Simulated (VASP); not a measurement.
SnO2:

```xyz
3
Lattice="0.0000 2.6262 2.5171 2.6262 0.0000 2.5171 2.6262 2.6262 0.0000" Properties=species:S:1:pos:R:3 pbc="T T T"
Sn    0.0000    0.0000    0.0000
O     1.3131    1.3131    1.2586
O     3.9393    3.9393    3.7757
```

This cell differs from its parent crystal: epitaxial xy strain +3.7%.

Base run:

```yaml
Program: VASP 6.6.1
Functional: PBE
Potentials_or_basis: VASP PAW PBE potentials, release 64 (Sn_d, O)
Cutoff: 600 eV
k_mesh: 8 × 8 × 8
Occupations: fermi-dirac, width 0.02 eV
Spin: no spin polarisation
```

Its results: band gap on the k mesh zero (band 13 reaches 7.33 eV, above the bottom of band 14 at 6.72 eV); pressure -3.1 GPa.

**Question.** The run is repeated on the same cell with these changes: functional from PBE to r2SCAN; cutoff from 600 eV to 520 eV. What comes out?

**Answer.** Band gap on the k mesh zero (band 13 reaches 7.01 eV, above the bottom of band 14 at 6.93 eV); pressure -11.3 GPa.

Caveats: spin-orbit coupling is left out, which moves the levels of the heavy elements; the PAW data sets were made with another functional, which shifts forces and pressure a little (some runs).
